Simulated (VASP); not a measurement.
# CoO (Pm-3m) in VASP: single point with r2SCAN+U

Aim: the single point of CoO with r2SCAN+U.

Everything below comes from runs of VASP 6.6.1. Logs are shortened: lines on timing, memory, paths and dates and some standing lists are left out, and cuts for length are marked.

## (1) The cell of the first run

Symmetry: Pm-3m, No. 221, cubic system. The conventional cell has a = 2.443 Å, b = 2.443 Å, c = 2.443 Å, α = 90.00°, β = 90.00°, γ = 90.00°. Co (site symmetry m-3m) has 8 O at 2.12 Å and 6 Co at 2.44 Å within 2.8 Å. O (site symmetry m-3m) has 8 Co at 2.12 Å and 6 O at 2.44 Å within 2.8 Å.

## (2) Single point, r2SCAN+U

The input, POSCAR:

```
CoO
1.0
    2.4428144089      0.0000000000      0.0000000000
    0.0000000000      2.4428144089      0.0000000000
    0.0000000000      0.0000000000      2.4428144089
Co O
1 1
Direct
    0.0000000000      0.0000000000      0.0000000000
    0.5000000000      0.5000000000      0.5000000000
```

The input, INCAR.step1:

```
ALGO = Normal ; EDIFF = 1E-5
ENCUT = 660 ; GGA = PE
GGA_COMPAT = F ; ISMEAR = 0
LASPH = T ; LCHARG = F
LDAU = T ; LDAUJ = 0 0
LDAUL = 2 -1 ; LDAUTYPE = 2
LDAUU = 3.32 0 ; LMAXMIX = 4
LREAL = F ; LWAVE = T
NBANDS = 18 ; NELM = 200
PREC = Accurate ; SIGMA = 0.02
```

The input, INCAR.step2:

```
ALGO = Normal ; EDIFF = 1E-6
ENCUT = 660 ; GGA_COMPAT = F
ISIF = 2 ; ISMEAR = 0
ISTART = 1 ; LASPH = T
LCHARG = F ; LDAU = T
LDAUJ = 0 0 ; LDAUL = 2 -1
LDAUPRINT = 1 ; LDAUTYPE = 2
LDAUU = 3.32 0 ; LMAXMIX = 4
LMIXTAU = T ; LREAL = F
LWAVE = F ; METAGGA = R2SCAN
NBANDS = 18 ; NELM = 200
PREC = Accurate ; SIGMA = 0.02
```

The input, KPOINTS:

```
k-points
0
Gamma
  10 10 10
```

Potentials or basis: VASP PAW PBE potentials, release 64 (Co_sv, O).

Started as:

```
$ cat potpaw_PBE.64/Co_sv/POTCAR potpaw_PBE.64/O/POTCAR > POTCAR
$ cp INCAR.step1 INCAR
$ mpirun -np 1 vasp_std > vasp.out
$ cp INCAR.step2 INCAR
$ mpirun -np 1 vasp_std > vasp.out
```

OUTCAR:

```text
EDIFF = 1E-6
   ENCUT = 660
   ISIF = 2
   ISMEAR = 0
   ISTART = 1
   LASPH = T
   LREAL = F
   METAGGA = R2SCAN
   NELM = 200
   PREC = Accurate

 ion  position               nearest neighbor table
   1  0.000  0.000  0.000-   2 2.12   2 2.12   2 2.12   2 2.12   2 2.12   2 2.12   2 2.12   2 2.12

   2  0.500  0.500  0.500-   1 2.12   1 2.12   1 2.12   1 2.12   1 2.12   1 2.12   1 2.12   1 2.12

  LATTYP: Found a simple cubic cell.
 ALAT       =     2.4428144089

  Lattice vectors:

 A1 = (   2.4428144089,   0.0000000000,   0.0000000000)
 A2 = (   0.0000000000,   2.4428144089,   0.0000000000)
 A3 = (   0.0000000000,   0.0000000000,   2.4428144089)

Analysis of symmetry for initial positions (statically):
=====================================================================
 Subroutine PRICEL returns:
 Original cell was already a primitive cell.

 Routine SETGRP: Setting up the symmetry group for a
 simple cubic supercell.

 Subroutine GETGRP returns: Found 48 space group operations
 (whereof 48 operations were pure point group operations)
 out of a pool of 48 trial point group operations.

The static configuration has the point symmetry O_h .

Analysis of symmetry for dynamics (positions and initial velocities):
=====================================================================
 Subroutine PRICEL returns:
 Original cell was already a primitive cell.

 Routine SETGRP: Setting up the symmetry group for a
 simple cubic supercell.

 Subroutine GETGRP returns: Found 48 space group operations
 (whereof 48 operations were pure point group operations)
 out of a pool of 48 trial point group operations.

The dynamic configuration has the point symmetry O_h .

 Subroutine INISYM returns: Found 48 space group operations
 (whereof 48 operations are pure point group operations),
 and found     1 'primitive' translations

----------------------------------------------------------------------------------------

                                     Primitive cell

  volume of cell :      14.5771

  direct lattice vectors                    reciprocal lattice vectors
     2.442814409  0.000000000  0.000000000     0.409363886  0.000000000  0.000000000
     0.000000000  2.442814409  0.000000000     0.000000000  0.409363886  0.000000000
     0.000000000  0.000000000  2.442814409     0.000000000  0.000000000  0.409363886

  length of vectors
     2.442814409  2.442814409  2.442814409     0.409363886  0.409363886  0.409363886

  position of ions in fractional coordinates (direct lattice)
     0.000000000  0.000000000  0.000000000
     0.500000000  0.500000000  0.500000000

  ion indices of the primitive-cell ions
   primitive index   ion index
                 1           1
                 2           2

----------------------------------------------------------------------------------------

 KPOINTS: k-points

Automatic generation of k-mesh.
 Grid dimensions read from file:
 generate k-points for:   10   10   10

 Generating k-lattice:

  Cartesian coordinates                     Fractional coordinates (reciprocal lattice)
     0.040936389  0.000000000  0.000000000     0.100000000  0.000000000  0.000000000
     0.000000000  0.040936389  0.000000000     0.000000000  0.100000000  0.000000000
     0.000000000  0.000000000  0.040936389     0.000000000  0.000000000  0.100000000

  Length of vectors
     0.040936389  0.040936389  0.040936389

  Shift w.r.t. Gamma in fractional coordinates (k-lattice)
     0.000000000  0.000000000  0.000000000

 Subroutine IBZKPT returns following result:
 ===========================================

 Found     56 irreducible k-points:

 Following reciprocal coordinates:
            Coordinates               Weight
  0.000000  0.000000  0.000000      1.000000
  0.100000  0.000000  0.000000      6.000000
  0.200000  0.000000  0.000000      6.000000
  0.300000  0.000000  0.000000      6.000000
  0.400000  0.000000  0.000000      6.000000
  0.500000  0.000000  0.000000      3.000000
[... 16 lines left out ...]
  0.200000  0.100000  0.100000     24.000000
  0.300000  0.100000  0.100000     24.000000
 [... further k-points ...]
   k-points           NKPTS =     56   k-points in BZ     NKDIM =     56   number of bands    NBANDS=     18
   number of dos      NEDOS =    301   number of ions     NIONS =      2
   total plane-waves  NPLWV =   8000
   dimension x,y,z NGX =    20 NGY =   20 NGZ =   20
   dimension x,y,z NGXF=    40 NGYF=   40 NGZF=   40
   ions per type =               1   1
   NGX,Y,Z   is equivalent  to a cutoff of  13.61, 13.61, 13.61 a.u.
   NGXF,Y,Z  is equivalent  to a cutoff of  27.22, 27.22, 27.22 a.u.
 SYSTEM =  unknown system
   PREC   = accura    normal or accurate (medium, high low for compatibility)
   ISTART =      1    job   : 0-new  1-cont  2-samecut
   ICHARG =      0    charge: 1-file 2-atom 10-const
   ISPIN  =      1    spin polarized calculation?
   LNONCOLLINEAR =      F non collinear calculations
   LSORBIT =      F    spin-orbit coupling
   LASPH  =      T    aspherical Exc in radial PAW
   ENCUT  =  660.0 eV  48.51 Ry    6.96 a.u.   5.12  5.12  5.12*2*pi/ulx,y,z
   NELM   =    200;   NELMIN=  2; NELMDL=  0     # of ELM steps
   EDIFF  = 0.1E-05   stopping-criterion for ELM
   LREAL  =      F    real-space projection
   EDIFFG = 0.1E-04   stopping-criterion for IOM
   NSW    =      0    number of steps for IOM
   IBRION =     -1    ionic relax: 0-MD 1-quasi-New 2-CG
   NFREE  =      0    steps in history (QN), initial steepest desc. (CG)
   ISIF   =      2    stress and relaxation
   ISYM   =      2    0-nonsym 1-usesym 2-fastsym
   POTIM  = 0.5000    time-step for ionic-motion
   TEBEG  =    0.0;   TEEND  =   0.0 temperature during run
   PSTRESS=    0.0 pullay stress
   NELECT =      23.0000    total number of electrons
   NUPDOWN=      -1.0000    fix difference up-down
   EMIN   =  10.00;   EMAX   =-10.00  energy-range for DOS
   EFERMI =   0.00;   METHOD = LEGACY
   ISMEAR =     0;   SIGMA  =   0.02  broadening in eV -4-tet -1-fermi 0-gaus
   EFERMI_NEDOS =   21; number of points for ismear=-14 and -15
   IALGO  =     38    algorithm
   IMIX   =      4    mixing-type and parameters
     AMIX     =   0.40;   BMIX     =  1.00
     AMIX_MAG =   1.60;   BMIX_MAG =  1.00
  volume/ion in A,a.u.               =       7.29        49.19
  Fermi-wavevector in a.u.,A,eV,Ry     =   1.905872  3.601575 49.421075  3.632347
  Thomas-Fermi vector in A             =   2.943749
   LORBIT       =      0    0 simple, 1 ext, 2 COOP (PROOUT), +10 PAW based schemes
 LDA+U is selected, type is set to LDAUTYPE =  2
   angular momentum for each species LDAUL =     2   -1
   U (eV)           for each species LDAUU =   3.3  0.0
   J (eV)           for each species LDAUJ =   0.0  0.0
   METAGGA = R2SCAN    functional components
   LHFCALC =     F    Hartree Fock is set to
   AEXX    =    0.0000 exact exchange contribution
   IVDW    =     0    specifies the selected vdW correction
   LEPSILON=     F    determine dielectric tensor
   LRPA    =     F    only Hartree local field effects (RPA)
 non-spin polarized calculation
 Gauss-broadening in eV      SIGMA  =   0.02
  energy-cutoff  :      660.00
  volume of cell :       14.58
 maximum number of plane-waves:       587
   NGX = 11   NGY = 11   NGZ = 11

atom =   1  type =  1  l = 2

 onsite density matrix

spin component  1

  0.5784 -0.0000 -0.0000  0.0000 -0.0000
 -0.0000  0.5784  0.0000  0.0000  0.0000
 -0.0000  0.0000  0.8880 -0.0000 -0.0000
  0.0000  0.0000 -0.0000  0.5784 -0.0000
 -0.0000  0.0000 -0.0000 -0.0000  0.8880

spin component  2

  0.5784 -0.0000 -0.0000  0.0000 -0.0000
 -0.0000  0.5784  0.0000  0.0000  0.0000
 -0.0000  0.0000  0.8880 -0.0000 -0.0000
  0.0000  0.0000 -0.0000  0.5784 -0.0000
 -0.0000  0.0000 -0.0000 -0.0000  0.8880

 occupancies and eigenvectors

  o =  0.5784  v =  1.0000  0.0000  0.0000  0.0000  0.0000  0.0000  0.0000  0.0000  0.0000  0.0000      0.0000  0.0000  0.0000  0.0000  0.0000  0.0000  0.0000  0.0000  0.0000  0.0000
  o =  0.5784  v =  0.0000  0.0000  0.0000  0.0000  0.0000  1.0000  0.0000  0.0000  0.0000  0.0000      0.0000  0.0000  0.0000  0.0000  0.0000  0.0000  0.0000  0.0000  0.0000  0.0000
  o =  0.5784  v =  0.0000  0.0888  0.0000 -0.9960  0.0000  0.0000  0.0000  0.0000  0.0000  0.0000      0.0000  0.0000  0.0000  0.0000  0.0000  0.0000  0.0000  0.0000  0.0000  0.0000
  o =  0.5784  v =  0.0000  0.0000  0.0000  0.0000  0.0000  0.0000  0.0888  0.0000 -0.9960  0.0000      0.0000  0.0000  0.0000  0.0000  0.0000  0.0000  0.0000  0.0000  0.0000  0.0000
  o =  0.5784  v =  0.0000  0.0000  0.0000  0.0000  0.0000  0.0000 -0.9960 -0.0000 -0.0888  0.0000      0.0000  0.0000  0.0000  0.0000  0.0000  0.0000  0.0000  0.0000  0.0000  0.0000
  o =  0.5784  v =  0.0000 -0.9960 -0.0000 -0.0888  0.0000  0.0000  0.0000  0.0000  0.0000  0.0000      0.0000  0.0000  0.0000  0.0000  0.0000  0.0000  0.0000  0.0000  0.0000  0.0000
  o =  0.8880  v =  0.0000  0.0000  0.0000  0.0000  0.0000  0.0000 -0.0000  0.9991  0.0000 -0.0417      0.0000  0.0000  0.0000  0.0000  0.0000  0.0000  0.0000  0.0000  0.0000  0.0000
  o =  0.8880  v =  0.0000 -0.0000  0.9991  0.0000 -0.0417  0.0000  0.0000  0.0000  0.0000  0.0000      0.0000  0.0000  0.0000  0.0000  0.0000  0.0000  0.0000  0.0000  0.0000  0.0000
  o =  0.8880  v =  0.0000  0.0000  0.0000  0.0000  0.0000  0.0000 -0.0000 -0.0417 -0.0000 -0.9991      0.0000  0.0000  0.0000  0.0000  0.0000  0.0000  0.0000  0.0000  0.0000  0.0000
  o =  0.8880  v =  0.0000 -0.0000 -0.0417 -0.0000 -0.9991  0.0000  0.0000  0.0000  0.0000  0.0000      0.0000  0.0000  0.0000  0.0000  0.0000  0.0000  0.0000  0.0000  0.0000  0.0000

 number of electron      23.0000039 magnetization

 Free energy of the ion-electron system (eV)
  ---------------------------------------------------
  ext. energy  EPLUGINS =         0.00000000
  ---------------------------------------------------
  free energy    TOTEN  =       -15.62566924 eV

  energy without entropy =      -15.62510624  energy(sigma->0) =      -15.62538774

 E-fermi :  12.8963     XC(G=0): -15.5002

 val. band max:       12.8949684932   @ k =   0.1000   0.0000   0.0000
 cond. band min:      12.9065843254   @ k =   0.4000   0.4000   0.2000
 fundamental gap:      0.0116158322
 Fermi energy:        12.8962987440

 k-point     1 :       0.0000    0.0000    0.0000
  band No.  band energies     occupation
      1     -85.1250      2.00000
      2     -46.9750      2.00000
      3     -46.9750      2.00000
      4     -46.9750      2.00000
      5     -10.8278      2.00000
      6       8.1949      2.00000
[... 10 lines left out ...]
     17      38.1055      0.00000
     18      38.1055      0.00000
[... 466 lines left out ...]
      2     -47.1216      2.00000
      3     -46.9816      2.00000
      4     -46.9799      2.00000
      5      -9.5834      2.00000
      6       4.1456      2.00000
[... 10 lines left out ...]
     17      34.3218      0.00000
     18      34.8525      0.00000

 [... further k-points ...]
[... 5 lines left out ...]
  --------------------------------------------------------------------------------------
  -------------------------------------------------------------------------------------
  Total        2.8354995      2.8354995      2.8354995     -0.0000000      0.0000000     -0.0000000
  in kB      311.6511502    311.6511502    311.6511502     -0.0000000      0.0000000     -0.0000000
  external PRESSURE =     311.6511502 kB  Pullay stress =       0.0000000 kB

 VOLUME and BASIS-vectors are now :
 -----------------------------------------------------------------------------
  energy-cutoff  :      660.00
  volume of cell :       14.58
      direct lattice vectors                 reciprocal lattice vectors
     2.442814409  0.000000000  0.000000000     0.409363886  0.000000000  0.000000000
     0.000000000  2.442814409  0.000000000     0.000000000  0.409363886  0.000000000
     0.000000000  0.000000000  2.442814409     0.000000000  0.000000000  0.409363886

 POSITION                                       TOTAL-FORCE (eV/Angst)
 -----------------------------------------------------------------------------------
      0.00000      0.00000      0.00000         0.000000      0.000000      0.000000
      1.22141      1.22141      1.22141         0.000000      0.000000      0.000000
 -----------------------------------------------------------------------------------
    total drift:                                0.000000      0.000000      0.000000

  FREE ENERGIE OF THE ION-ELECTRON SYSTEM (eV)
  ---------------------------------------------------
  free  energy   TOTEN  =       -15.6256692428 eV

  energy  without entropy=      -15.6251062410  energy(sigma->0) =      -15.62538774
```

Wall time 60 s (1 thread of Intel Xeon Platinum 8375C at 2.90GHz (Ice Lake), shared host); peak memory 0.14 GiB.

Results:

- Free energy: -15.6257 eV
- Pressure: 31.2 GPa
- Band gap on the k mesh: zero (an odd number of electrons rules out a gap without spin polarisation)

Eigenvalues of the final occupation matrices:
| site | spin | trace | eigenvalues |
| --- | --- | --- | --- |
| site 1 d | 1 | 3.51 | 0.58 0.58 0.58 0.89 0.89 |
| site 1 d | 2 | 3.51 | 0.58 0.58 0.58 0.89 0.89 |

Caveat: the cell stands under pressure; the PAW data sets were made with another functional, which shifts forces and pressure a little; an odd number of electrons without spin polarisation forces a metal; a magnetic or distorted state may lie lower; the run has no spin polarisation, though such a crystal can be magnetic; U without spin polarisation on a metal has little footing.
